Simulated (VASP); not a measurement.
# TaN (P-62m) in VASP: a series of runs

The runs below take TaN through single point, with r2SCAN.

Everything below comes from runs of VASP 6.6.1. Logs are shortened: lines on timing, memory, paths and dates and some standing lists are left out, and cuts for length are marked.

## 1. The cell of the first run

It takes space group P-62m (No. 189, hexagonal). The conventional cell has a = 5.196 Å, b = 5.196 Å, c = 2.911 Å, α = 90.00°, β = 90.00°, γ = 120.00°. Ta (site symmetry -6) has 6 N at 2.16 Å and 5 Ta at 2.91 to 3.00 Å within 3.0 Å. Within 2.7 Å of Ta (site symmetry -62m) lie 3 N at 2.04 Å. Within 3.0 Å of N (site symmetry m2m) lie 5 Ta at 2.04 to 2.16 Å and 6 N at 2.77 to 2.91 Å.

## 2. Single point, r2SCAN

Input file POSCAR:

```
TaN
1.0
    5.1960000000      0.0000000000      0.0000000000
   -2.5980000000      4.4998679981      0.0000000000
    0.0000000000      0.0000000000      2.9110000000
Ta N
3 3
Direct
    0.3333333333      0.6666666667      0.5000000000
    0.6666666667      0.3333333333      0.5000000000
    0.0000000000      0.0000000000      0.0000000000
    0.3928500000      0.0000000000      0.0000000000
    0.0000000000      0.3928500000      0.0000000000
    0.6071500000      0.6071500000      0.0000000000
```

Input file INCAR.step1:

```
SYSTEM = TaN
PREC = Accurate ; ENCUT = 660
ISMEAR = 1 ; SIGMA = 0.1
LREAL = .False. ; LASPH = .True.
NELM = 120 ; NBANDS = 33
GGA = PE ; ALGO = Normal
EDIFF = 1E-5 ; LWAVE = .True.
LCHARG = .False. ; GGA_COMPAT = .False.
```

Input file INCAR.step2:

```
SYSTEM = TaN
PREC = Accurate ; ENCUT = 660
EDIFF = 1E-6 ; ISMEAR = 1
SIGMA = 0.1 ; LREAL = .False.
LASPH = .True. ; NELM = 120
ALGO = Normal ; ISIF = 2
LWAVE = .False. ; LCHARG = .False.
METAGGA = R2SCAN ; LMIXTAU = .True.
NBANDS = 33 ; ISTART = 1
GGA_COMPAT = .False.
```

Input file KPOINTS:

```
Automatic mesh
0
Gamma
  2 2 3
  0 0 0
```

Potentials or basis: VASP PAW PBE potentials, release 64 (Ta_pv, N).

The run is started by

```bash
> cat potpaw_PBE.64/Ta_pv/POTCAR potpaw_PBE.64/N/POTCAR > POTCAR
> cp INCAR.step1 INCAR
> mpirun -np 1 vasp_std > vasp.out
> cp INCAR.step2 INCAR
> mpirun -np 1 vasp_std > vasp.out
```

OUTCAR:

```text
SYSTEM = TaN
   PREC = Accurate
   ENCUT = 660
   EDIFF = 1E-6
   ISMEAR = 1
   LREAL = .False.
   LASPH = .True.
   NELM = 120
   ISIF = 2
   METAGGA = R2SCAN
   ISTART = 1

 ion  position               nearest neighbor table
   1  0.333  0.667  0.500-   4 2.16   4 2.16   5 2.16   5 2.16   6 2.16   6 2.16   2 3.00   2 3.00
                             2 3.00   3 3.33   3 3.33   3 3.33   3 3.33   3 3.33   3 3.33
   2  0.667  0.333  0.500-   5 2.16   5 2.16   4 2.16   4 2.16   6 2.16   6 2.16   1 3.00   1 3.00
                             1 3.00   3 3.33   3 3.33   3 3.33   3 3.33   3 3.33   3 3.33
   3  0.000  0.000  0.000-   4 2.04   5 2.04   6 2.04   2 3.33   1 3.33   1 3.33   2 3.33   2 3.33
                             2 3.33   1 3.33   1 3.33   2 3.33   2 3.33   1 3.33   1 3.33
   4  0.393  0.000  0.000-   3 2.04   1 2.16   1 2.16   2 2.16   2 2.16
   5  0.000  0.393  0.000-   3 2.04   2 2.16   2 2.16   1 2.16   1 2.16
   6  0.607  0.607  0.000-   3 2.04   1 2.16   1 2.16   2 2.16   2 2.16

  LATTYP: Found a hexagonal cell.
 ALAT       =     5.1960000000
 C/A-ratio  =     0.5602386451

  Lattice vectors:

 A1 = (   5.1960000000,   0.0000000000,   0.0000000000)
 A2 = (  -2.5980000000,   4.4998679981,   0.0000000000)
 A3 = (   0.0000000000,   0.0000000000,   2.9110000000)

Analysis of symmetry for initial positions (statically):
=====================================================================
 Subroutine PRICEL returns:
 Original cell was already a primitive cell.

 Routine SETGRP: Setting up the symmetry group for a
 hexagonal supercell.

 Subroutine GETGRP returns: Found 12 space group operations
 (whereof 12 operations were pure point group operations)
 out of a pool of 24 trial point group operations.

The static configuration has the point symmetry D_3h.

Analysis of symmetry for dynamics (positions and initial velocities):
=====================================================================
 Subroutine PRICEL returns:
 Original cell was already a primitive cell.

 Routine SETGRP: Setting up the symmetry group for a
 hexagonal supercell.

 Subroutine GETGRP returns: Found 12 space group operations
 (whereof 12 operations were pure point group operations)
 out of a pool of 24 trial point group operations.

The dynamic configuration has the point symmetry D_3h.

 Subroutine INISYM returns: Found 12 space group operations
 (whereof 12 operations are pure point group operations),
 and found     1 'primitive' translations

----------------------------------------------------------------------------------------

                                     Primitive cell

  volume of cell :      68.0630

  direct lattice vectors                    reciprocal lattice vectors
     5.196000000  0.000000000  0.000000000     0.192455735  0.111114371  0.000000000
    -2.598000000  4.499867998  0.000000000     0.000000000  0.222228741  0.000000000
     0.000000000  0.000000000  2.911000000     0.000000000  0.000000000  0.343524562

  length of vectors
     5.196000000  5.196000000  2.911000000     0.222228741  0.222228741  0.343524562

  position of ions in fractional coordinates (direct lattice)
     0.333333333  0.666666667  0.500000000
     0.666666667  0.333333333  0.500000000
     0.000000000  0.000000000  0.000000000
     0.392850000  0.000000000  0.000000000
     0.000000000  0.392850000  0.000000000
     0.607150000  0.607150000  0.000000000

  ion indices of the primitive-cell ions
   primitive index   ion index
                 1           1
                 2           2
                 3           3
                 4           4
                 5           5
                 6           6

----------------------------------------------------------------------------------------

 KPOINTS: Automatic mesh

Automatic generation of k-mesh.
 Grid dimensions read from file:
 generate k-points for:    2    2    3

 Generating k-lattice:

  Cartesian coordinates                     Fractional coordinates (reciprocal lattice)
     0.096227868  0.055557185  0.000000000     0.500000000  0.000000000  0.000000000
     0.000000000  0.111114371  0.000000000     0.000000000  0.500000000  0.000000000
     0.000000000  0.000000000  0.114508187     0.000000000  0.000000000  0.333333333

  Length of vectors
     0.111114371  0.111114371  0.114508187

  Shift w.r.t. Gamma in fractional coordinates (k-lattice)
     0.000000000  0.000000000  0.000000000

 Subroutine IBZKPT returns following result:
 ===========================================

 Found      4 irreducible k-points:

 Following reciprocal coordinates:
            Coordinates               Weight
  0.000000  0.000000  0.000000      1.000000
  0.500000  0.000000  0.000000      3.000000
  0.000000  0.000000  0.333333      2.000000
  0.500000  0.000000  0.333333      6.000000
   k-points           NKPTS =      4   k-points in BZ     NKDIM =      4   number of bands    NBANDS=     33
   number of dos      NEDOS =    301   number of ions     NIONS =      6
   total plane-waves  NPLWV =  55296
   dimension x,y,z NGX =    48 NGY =   48 NGZ =   24
   dimension x,y,z NGXF=    96 NGYF=   96 NGZF=   48
   ions per type =               3   3
   NGX,Y,Z   is equivalent  to a cutoff of  15.36, 15.36, 13.71 a.u.
   NGXF,Y,Z  is equivalent  to a cutoff of  30.72, 30.72, 27.41 a.u.
 SYSTEM =  TaN
   PREC   = accura    normal or accurate (medium, high low for compatibility)
   ISTART =      1    job   : 0-new  1-cont  2-samecut
   ICHARG =      0    charge: 1-file 2-atom 10-const
   ISPIN  =      1    spin polarized calculation?
   LNONCOLLINEAR =      F non collinear calculations
   LSORBIT =      F    spin-orbit coupling
   LASPH  =      T    aspherical Exc in radial PAW
   ENCUT  =  660.0 eV  48.51 Ry    6.96 a.u.  10.88 10.88  6.10*2*pi/ulx,y,z
   NELM   =    120;   NELMIN=  2; NELMDL=  0     # of ELM steps
   EDIFF  = 0.1E-05   stopping-criterion for ELM
   LREAL  =      F    real-space projection
   EDIFFG = 0.1E-04   stopping-criterion for IOM
   NSW    =      0    number of steps for IOM
   IBRION =     -1    ionic relax: 0-MD 1-quasi-New 2-CG
   NFREE  =      0    steps in history (QN), initial steepest desc. (CG)
   ISIF   =      2    stress and relaxation
   ISYM   =      2    0-nonsym 1-usesym 2-fastsym
   POTIM  = 0.5000    time-step for ionic-motion
   TEBEG  =    0.0;   TEEND  =   0.0 temperature during run
   PSTRESS=    0.0 pullay stress
   NELECT =      48.0000    total number of electrons
   NUPDOWN=      -1.0000    fix difference up-down
   EMIN   =  10.00;   EMAX   =-10.00  energy-range for DOS
   EFERMI =   0.00;   METHOD = LEGACY
   ISMEAR =     1;   SIGMA  =   0.10  broadening in eV -4-tet -1-fermi 0-gaus
   EFERMI_NEDOS =   21; number of points for ismear=-14 and -15
   IALGO  =     38    algorithm
   IMIX   =      4    mixing-type and parameters
     AMIX     =   0.40;   BMIX     =  1.00
     AMIX_MAG =   1.60;   BMIX_MAG =  1.00
  volume/ion in A,a.u.               =      11.34        76.55
  Fermi-wavevector in a.u.,A,eV,Ry     =   1.457197  2.753703 28.890916  2.123422
  Thomas-Fermi vector in A             =   2.574026
   LORBIT       =      0    0 simple, 1 ext, 2 COOP (PROOUT), +10 PAW based schemes
   METAGGA = R2SCAN    functional components
   LHFCALC =     F    Hartree Fock is set to
   AEXX    =    0.0000 exact exchange contribution
   IVDW    =     0    specifies the selected vdW correction
   LEPSILON=     F    determine dielectric tensor
   LRPA    =     F    only Hartree local field effects (RPA)
 non-spin polarized calculation
 Methfessel and Paxton  Order N= 1 SIGMA  =   0.10
  energy-cutoff  :      660.00
  volume of cell :       68.06
 maximum number of plane-waves:      2644
 NGX is ok and might be reduce to    48
   NGX = 21   NGY = 21   NGZ = 13

 number of electron      48.0000001 magnetization

 Free energy of the ion-electron system (eV)
  ---------------------------------------------------
  ext. energy  EPLUGINS =         0.00000000
  ---------------------------------------------------
  free energy    TOTEN  =      -180.94955250 eV

  energy without entropy =     -180.94485095  energy(sigma->0) =     -180.94798532

 E-fermi :   8.4328     XC(G=0): -13.9822

 val. band max:        8.4327809137   @ k =   0.0000   0.0000   0.3333
 cond. band min:       8.8389141338   @ k =   0.5000   0.0000   0.3333
 fundamental gap:      0.4061332202
 Fermi energy:         8.4327809399

 k-point     1 :       0.0000    0.0000    0.0000
  band No.  band energies     occupation
      1     -29.2951      2.00000
      2     -29.2951      2.00000
      3     -28.9225      2.00000
      4     -28.9225      2.00000
      5     -28.8062      2.00000
      6     -28.6952      2.00000
      7     -28.4257      2.00000
      8     -28.4257      2.00000
      9     -27.8148      2.00000
     10     -11.0795      2.00000
     11      -8.3541      2.00000
     12      -8.3541      2.00000
     13      -1.4121      2.00000
     14       1.4540      2.00000
     15       1.4540      2.00000
     16       1.5752      2.00000
     17       2.2780      2.00000
     18       2.2780      2.00000
     19       3.0738      2.00000
     20       3.0738      2.00000
     21       3.7489      2.00000
     22       4.7882      2.00000
     23       6.3436      2.00000
     24       7.3773      2.00000
     25       7.3773      2.00000
     26       9.0214     -0.00000
     27       9.0214     -0.00000
     28      10.2383     -0.00000
     29      10.4082     -0.00000
     30      10.4082     -0.00000
     31      11.1789      0.00000
     32      11.6471      0.00000
     33      11.6471      0.00000

 k-point     2 :       0.5000    0.0000    0.0000
  band No.  band energies     occupation
      1     -29.3713      2.00000
      2     -29.1845      2.00000
      3     -28.9933      2.00000
      4     -28.8224      2.00000
      5     -28.7675      2.00000
      6     -28.7318      2.00000
      7     -28.4807      2.00000
      8     -28.4450      2.00000
      9     -27.8176      2.00000
     10      -9.9356      2.00000
     11      -9.4798      2.00000
     12      -8.5250      2.00000
     13      -0.7732      2.00000
     14       0.0344      2.00000
     15       0.2192      2.00000
     16       2.2207      2.00000
     17       2.3835      2.00000
     18       2.8443      2.00000
     19       3.3891      2.00000
     20       3.4768      2.00000
     21       4.1508      2.00000
     22       4.1990      2.00000
     23       5.3652      2.00000
     24       5.6179      2.00000
     25       9.6794     -0.00000
     26      10.2298     -0.00000
     27      10.4027     -0.00000
     28      10.8945      0.00000
     29      10.9005      0.00000
     30      10.9887      0.00000
     31      11.9519      0.00000
     32      12.0995      0.00000
     33      12.8175      0.00000

 k-point     3 :       0.0000    0.0000    0.3333
  band No.  band energies     occupation
      1     -29.4645      2.00000
      2     -29.2807      2.00000
      3     -29.1782      2.00000
      4     -29.1782      2.00000
      5     -28.8003      2.00000
      6     -28.8003      2.00000
      7     -28.4185      2.00000
      8     -28.4185      2.00000
      9     -28.3497      2.00000
     10      -9.4403      2.00000
     11      -8.8132      2.00000
     12      -8.8132      2.00000
     13      -0.0047      2.00000
     14       0.3268      2.00000
     15       0.3268      2.00000
     16       1.3394      2.00000
     17       1.3394      2.00000
     18       1.4833      2.00000
     19       3.1124      2.00000
     20       3.1124      2.00000
     21       3.3386      2.00000
     22       5.8563      2.00000
     23       5.8563      2.00000
     24       8.4328      1.00000
     25      10.0638     -0.00000
     26      10.0638     -0.00000
     27      10.2180     -0.00000
     28      10.7037      0.00000
     29      10.7037      0.00000
     30      11.8312      0.00000
     31      11.9268      0.00000
     32      11.9268      0.00000
     33      12.9153      0.00000

 k-point     4 :       0.5000    0.0000    0.3333
  band No.  band energies     occupation
      1     -29.4273      2.00000
      2     -29.3445      2.00000
      3     -29.2214      2.00000
      4     -29.0917      2.00000
      5     -28.8875      2.00000
      6     -28.7479      2.00000
      7     -28.4255      2.00000
      8     -28.4117      2.00000
      9     -28.3339      2.00000
     10      -9.1871      2.00000
     11      -8.8571      2.00000
     12      -8.8019      2.00000
     13      -0.5011      2.00000
     14      -0.0794      2.00000
     15       0.6818      2.00000
     16       0.9563      2.00000
     17       1.5234      2.00000
     18       2.0368      2.00000
     19       2.1532      2.00000
     20       2.9105      2.00000
     21       3.9489      2.00000
     22       5.6411      2.00000
     23       6.3591      2.00000
     24       7.4903      2.00000
     25       8.8389     -0.00000
     26       9.5771     -0.00000
     27      10.8346      0.00000
     28      11.0536      0.00000
     29      11.2295      0.00000
     30      11.4975      0.00000
     31      12.2648      0.00000
     32      12.4391      0.00000
     33      13.1753      0.00000

------------------------ aborting loop because EDIFF is reached ----------------------------------------

  FORCE on cell =-STRESS in cart. coord.  units (eV):
  Direction    XX          YY          ZZ          XY          YZ          ZX
  --------------------------------------------------------------------------------------
  -------------------------------------------------------------------------------------
  Total        1.5575166      1.5575166      0.4291875      0.0000000      0.0000000      0.0000000
  in kB       36.6633496     36.6633496     10.1029100      0.0000000      0.0000000      0.0000000
  external PRESSURE =      27.8098697 kB  Pullay stress =       0.0000000 kB

 VOLUME and BASIS-vectors are now :
 -----------------------------------------------------------------------------
  energy-cutoff  :      660.00
  volume of cell :       68.06
      direct lattice vectors                 reciprocal lattice vectors
     5.196000000  0.000000000  0.000000000     0.192455735  0.111114371  0.000000000
    -2.598000000  4.499867998  0.000000000     0.000000000  0.222228741  0.000000000
     0.000000000  0.000000000  2.911000000     0.000000000  0.000000000  0.343524562

 POSITION                                       TOTAL-FORCE (eV/Angst)
 -----------------------------------------------------------------------------------
     -0.00000      2.99991      1.45550        -0.000000      0.000000     -0.000000
      2.59800      1.49996      1.45550        -0.000000      0.000000     -0.000000
      0.00000      0.00000      0.00000        -0.000000      0.000000     -0.000000
      2.04125      0.00000      0.00000         0.348728      0.000000     -0.000000
     -1.02062      1.76777      0.00000        -0.174364      0.302007      0.000000
      1.57738      2.73209      0.00000        -0.174364     -0.302007     -0.000000
 -----------------------------------------------------------------------------------
    total drift:                                0.000000      0.000000      0.000000

  FREE ENERGIE OF THE ION-ELECTRON SYSTEM (eV)
  ---------------------------------------------------
  free  energy   TOTEN  =      -180.9495524981 eV

  energy  without entropy=     -180.9448509492  energy(sigma->0) =     -180.94798532
```

It took 50 s on 1 thread of AMD EPYC 9R45 (Zen 5), shared host; peak memory 0.21 GiB.

Results:

- Free energy: -180.9496 eV
- Pressure: 2.8 GPa
- Largest force: 0.349 eV/Å
- Band gap on the k mesh: zero (bands 24 and 25 overlap by 1.06 eV)

Forces on the atoms (eV/Å):
```
Ta   0.000  0.000  0.000
Ta   0.000  0.000  0.000
Ta   0.000  0.000  0.000
N    0.349  0.000  0.000
N   -0.174  0.302  0.000
N   -0.174 -0.302  0.000
```

Stress tensor (GPa, compression positive):
```
3.67 0.00 0.00
0.00 3.67 0.00
0.00 0.00 1.01
```

Caveat: the k points lie up to 0.72 Å⁻¹ apart, too coarse for converged energies and pressures of a metal; the PAW data sets were made with another functional, which shifts forces and pressure a little; spin-orbit coupling is left out, which moves the levels of the heavy elements.

(Continued in part 2 of 2.)
